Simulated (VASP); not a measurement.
# Ru (Fd-3m) in VASP: notebook

Runs on Ru. Level: revPBE. Tasks: single point.

All numbers are computed with VASP 6.6.1; they aren't measurements. Logs are shortened: lines on timing, memory, paths and dates and some standing lists are left out, and cuts for length are marked.

## Step 1: The cell of the first run

Symmetry: Fd-3m, No. 227, cubic system. The conventional cell has a = 5.297 Å, b = 5.297 Å, c = 5.297 Å, α = 90.00°, β = 90.00°, γ = 90.00°. Ru (site symmetry -43m) has 4 Ru at 2.29 Å within 3.0 Å.

This isn't the form of Ru at room conditions, which is hcp.

## Step 2: Single point, revPBE

The input, INCAR:

```
SYSTEM = Ru
PREC = Accurate ; ENCUT = 500
EDIFF = 1E-6 ; ISMEAR = -1
SIGMA = 0.1 ; LREAL = .FALSE.
LASPH = .TRUE. ; NELM = 120
ALGO = Normal ; ISIF = 2
LWAVE = .FALSE. ; LCHARG = .TRUE.
GGA = RE ; LELF = .TRUE.
LVHAR = .TRUE. ; NBANDS = 21
GGA_COMPAT = .FALSE.
```

The input, KPOINTS:

```
regular mesh
0
G
  6 6 6
  0 0 0
```

The input, POSCAR:

```
Ru
1.0
    0.0000000000      2.6485304082      2.6485304082
    2.6485304082      0.0000000000      2.6485304082
    2.6485304082      2.6485304082      0.0000000000
Ru
2
Direct
    1.0000000000      1.0000000000      1.0000000000
    0.2500000000      0.2500000000      0.2500000000
```

Potentials or basis: VASP PAW PBE potentials, release 64 (Ru_pv).

Command:

```console
$ cat potpaw_PBE.64/Ru_pv/POTCAR > POTCAR
$ mpirun -np 1 vasp_std > vasp.out
```

OUTCAR:

```text
SYSTEM = Ru
   PREC = Accurate
   ENCUT = 500
   EDIFF = 1E-6
   ISMEAR = -1
   LREAL = .FALSE.
   LASPH = .TRUE.
   NELM = 120
   ISIF = 2
   GGA = RE

 ion  position               nearest neighbor table
   1  0.000  0.000  0.000-   2 2.29   2 2.29   2 2.29   2 2.29
   2  0.250  0.250  0.250-   1 2.29   1 2.29   1 2.29   1 2.29

  LATTYP: Found a face centered cubic cell.
 ALAT       =     5.2970608164

  Lattice vectors:

 A1 = (   0.0000000000,   2.6485304082,   2.6485304082)
 A2 = (   2.6485304082,   0.0000000000,   2.6485304082)
 A3 = (   2.6485304082,   2.6485304082,   0.0000000000)

Analysis of symmetry for initial positions (statically):
=====================================================================
 Subroutine PRICEL returns:
 Original cell was already a primitive cell.

 Routine SETGRP: Setting up the symmetry group for a
 face centered cubic supercell.

 Subroutine GETGRP returns: Found 48 space group operations
 (whereof 24 operations were pure point group operations)
 out of a pool of 48 trial point group operations.

The static configuration has the point symmetry T_d .
 The point group associated with its full space group is O_h .

Analysis of symmetry for dynamics (positions and initial velocities):
=====================================================================
 Subroutine PRICEL returns:
 Original cell was already a primitive cell.

 Routine SETGRP: Setting up the symmetry group for a
 face centered cubic supercell.

 Subroutine GETGRP returns: Found 48 space group operations
 (whereof 24 operations were pure point group operations)
 out of a pool of 48 trial point group operations.

The dynamic configuration has the point symmetry T_d .
 The point group associated with its full space group is O_h .

 Subroutine INISYM returns: Found 48 space group operations
 (whereof 24 operations are pure point group operations),
 and found     1 'primitive' translations

----------------------------------------------------------------------------------------

                                     Primitive cell

  volume of cell :      37.1574

  direct lattice vectors                    reciprocal lattice vectors
[... 69 lines left out ...]
   PREC   = accura    normal or accurate (medium, high low for compatibility)
   ISTART =      0    job   : 0-new  1-cont  2-samecut
   ICHARG =      2    charge: 1-file 2-atom 10-const
   ISPIN  =      1    spin polarized calculation?
   LNONCOLLINEAR =      F non collinear calculations
   LSORBIT =      F    spin-orbit coupling
   LASPH  =      T    aspherical Exc in radial PAW
   ENCUT  =  500.0 eV  36.75 Ry    6.06 a.u.   6.83  6.83  6.83*2*pi/ulx,y,z
   NELM   =    120;   NELMIN=  2; NELMDL= -5     # of ELM steps
   EDIFF  = 0.1E-05   stopping-criterion for ELM
   LREAL  =      F    real-space projection
   EDIFFG = 0.1E-04   stopping-criterion for IOM
   NSW    =      0    number of steps for IOM
   IBRION =     -1    ionic relax: 0-MD 1-quasi-New 2-CG
   NFREE  =      0    steps in history (QN), initial steepest desc. (CG)
   ISIF   =      2    stress and relaxation
   ISYM   =      2    0-nonsym 1-usesym 2-fastsym
   POTIM  = 0.5000    time-step for ionic-motion
   TEBEG  =    0.0;   TEEND  =   0.0 temperature during run
   PSTRESS=    0.0 pullay stress
   NELECT =      28.0000    total number of electrons
   NUPDOWN=      -1.0000    fix difference up-down
   EMIN   =  10.00;   EMAX   =-10.00  energy-range for DOS
   EFERMI =   0.00;   METHOD = LEGACY
   ISMEAR =    -1;   SIGMA  =   0.10  broadening in eV -4-tet -1-fermi 0-gaus
   EFERMI_NEDOS =   21; number of points for ismear=-14 and -15
   IALGO  =     38    algorithm
   IMIX   =      4    mixing-type and parameters
     AMIX     =   0.40;   BMIX     =  1.00
     AMIX_MAG =   1.60;   BMIX_MAG =  1.00
  volume/ion in A,a.u.               =      18.58       125.38
  Fermi-wavevector in a.u.,A,eV,Ry     =   1.489747  2.815214 30.196041  2.219346
  Thomas-Fermi vector in A             =   2.602616
   LORBIT       =      0    0 simple, 1 ext, 2 COOP (PROOUT), +10 PAW based schemes
   GGA     = RE    functional components
   LHFCALC =     F    Hartree Fock is set to
   AEXX    =    0.0000 exact exchange contribution
   IVDW    =     0    specifies the selected vdW correction
   LEPSILON=     F    determine dielectric tensor
   LRPA    =     F    only Hartree local field effects (RPA)
 non-spin polarized calculation
  energy-cutoff  :      500.00
  volume of cell :       37.16
 maximum number of plane-waves:       960
   NGX = 13   NGY = 13   NGZ = 13

 number of electron      28.0000011 magnetization

 Free energy of the ion-electron system (eV)
  ---------------------------------------------------
  ext. energy  EPLUGINS =         0.00000000
  ---------------------------------------------------
  free energy    TOTEN  =       -14.97363944 eV

  energy without entropy =      -14.90753088  energy(sigma->0) =      -14.94058516

 E-fermi :   8.2598     XC(G=0): -11.7438

 val. band max:        8.2171837652   @ k =   0.5000   0.1667   0.0000
 cond. band min:       8.3556933373   @ k =  -0.1667   0.1667   0.0000
 fundamental gap:      0.1385095721
 Fermi energy:         8.2597749086

 k-point     1 :       0.0000    0.0000    0.0000
  band No.  band energies     occupation
      1     -35.1446      2.00000
      2     -35.1446      2.00000
      3     -35.1446      2.00000
      4     -34.0362      2.00000
      5     -34.0362      2.00000
      6     -34.0362      2.00000
[... 373 lines left out ...]
     20      12.9335      0.00000
     21      19.1600      0.00000

------------------------ aborting loop because EDIFF is reached ----------------------------------------

  FORCE on cell =-STRESS in cart. coord.  units (eV):
  Direction    XX          YY          ZZ          XY          YZ          ZX
  --------------------------------------------------------------------------------------
  -------------------------------------------------------------------------------------
  Total        4.7472838      4.7472838      4.7472838     -0.0000000      0.0000000     -0.0000000
  in kB      204.6967246    204.6967246    204.6967246     -0.0000000      0.0000000     -0.0000000
  external PRESSURE =     204.6967246 kB  Pullay stress =       0.0000000 kB

 VOLUME and BASIS-vectors are now :
 -----------------------------------------------------------------------------
  energy-cutoff  :      500.00
  volume of cell :       37.16
      direct lattice vectors                 reciprocal lattice vectors
     0.000000000  2.648530408  2.648530408    -0.188783938  0.188783938  0.188783938
     2.648530408  0.000000000  2.648530408     0.188783938 -0.188783938  0.188783938
     2.648530408  2.648530408  0.000000000     0.188783938  0.188783938 -0.188783938

 POSITION                                       TOTAL-FORCE (eV/Angst)
 -----------------------------------------------------------------------------------
      0.00000      0.00000      0.00000         0.000000      0.000000      0.000000
      1.32427      1.32427      1.32427        -0.000000     -0.000000     -0.000000
 -----------------------------------------------------------------------------------
    total drift:                                0.000000      0.000000      0.000000

  FREE ENERGIE OF THE ION-ELECTRON SYSTEM (eV)
  ---------------------------------------------------
  free  energy   TOTEN  =       -14.9736394408 eV

  energy  without entropy=      -14.9075308790  energy(sigma->0) =      -14.94058516
```

OSZICAR:

```text
N       E                     dE             d eps       ncg     rms          rms(c)
DAV:   1     0.286427009116E+03    0.28643E+03   -0.16715E+04   672   0.134E+03
DAV:   2    -0.969765192178E+01   -0.29612E+03   -0.28634E+03   717   0.417E+02
DAV:   3    -0.153196671652E+02   -0.56220E+01   -0.55849E+01   747   0.651E+01
DAV:   4    -0.153779787103E+02   -0.58312E-01   -0.58277E-01   945   0.609E+00
DAV:   5    -0.153789707570E+02   -0.99205E-03   -0.99178E-03   776   0.537E-01    0.140E+01
DAV:   6    -0.150078996668E+02    0.37107E+00   -0.97144E-01   732   0.918E+00    0.575E+00
DAV:   7    -0.149784077715E+02    0.29492E-01   -0.70599E-02   802   0.242E+00    0.199E+00
DAV:   8    -0.149735608898E+02    0.48469E-02   -0.12593E-02   712   0.938E-01    0.130E-01
DAV:   9    -0.149735882321E+02   -0.27342E-04   -0.22411E-04   782   0.148E-01    0.446E-02
DAV:  10    -0.149736394541E+02   -0.51222E-04   -0.39885E-05   782   0.515E-02    0.335E-03
DAV:  11    -0.149736394408E+02    0.13296E-07   -0.11004E-06   632   0.884E-03
   1 F= -.14973639E+02 E0= -.14940585E+02  d E =-.661086E-01
```

Run time: 21 s. Hardware: 1 thread of AMD EPYC 7R43 (Zen 3), shared host; peak memory 0.12 GiB.

Results:

* Free energy: -14.9736 eV
* Pressure: 20.5 GPa
* Band gap on the k mesh: zero (bands 14 and 15 overlap by 0.83 eV)

Caveat: the cell stands under pressure; the PAW data sets were made with another functional, which shifts forces and pressure a little.

## Step 3: Single point, revPBE

This run uses another cell than the first one, of 19.95 Å³/atom.

The input, INCAR:

```
SYSTEM = Ru
PREC     = Accurate       ! precision mode
ENCUT    = 500            ! plane-wave cutoff, eV
EDIFF    = 1E-6           ! SCF threshold, eV
ISMEAR   = -1             ! smearing method
SIGMA    = 0.1            ! smearing width, eV
LREAL    = .FALSE.        ! projectors in reciprocal space
LASPH    = .TRUE.         ! aspherical terms in the spheres
NELM     = 120            ! most SCF steps
ALGO     = Normal         ! electronic algorithm
ISIF     = 2              ! what is computed and relaxed
LWAVE    = .FALSE.        ! write WAVECAR
LCHARG   = .FALSE.        ! write CHGCAR
GGA      = RE             ! functional
NBANDS   = 21             ! bands
GGA_COMPAT= .FALSE.
```

KPOINTS is that of step 2.

The input, POSCAR:

```
Ru
1.0
    0.0000000000      2.7122974055      2.7122974055
    2.7122974055      0.0000000000      2.7122974055
    2.7122974055      2.7122974055      0.0000000000
Ru
2
Direct
    1.0000000000      1.0000000000      1.0000000000
    0.2500000000      0.2500000000      0.2500000000
```

Potentials or basis: VASP PAW PBE potentials, release 64 (Ru_pv).

Command:

```console
$ cat potpaw_PBE.64/Ru_pv/POTCAR > POTCAR
$ mpirun -np 1 vasp_std > vasp.out
```

Wall time 23 s (1 thread of AMD EPYC 7R43 (Zen 3), shared host); peak memory 0.12 GiB.

It converged, with:

- Free energy: -15.1875 eV
- Pressure: 5.3 GPa
- Band gap on the k mesh: zero (bands 14 and 15 overlap by 0.74 eV)

Levels at points of the mesh, in eV from the Fermi level:
```tsv
k point	band 11	band 12	band 13	band 14	band 15	band 16	band 17	band 18
(0.00, 0.00, 0.00)	-3.26	-3.26	-0.48	-0.48	-0.48	1.87	1.87	10.96
(0.50, 0.00, 0.00)	-3.51	-3.22	-0.38	0.21	0.21	1.42	1.42	3.12
(0.50, 0.50, 0.00)	-1.39	-1.39	-1.30	-1.30	1.71	1.71	3.41	3.41
```

Caveat: the cell stands under pressure; the PAW data sets were made with another functional, which shifts forces and pressure a little.

The gap in the log of VASP goes by the Fermi energy; the results here count the filled bands.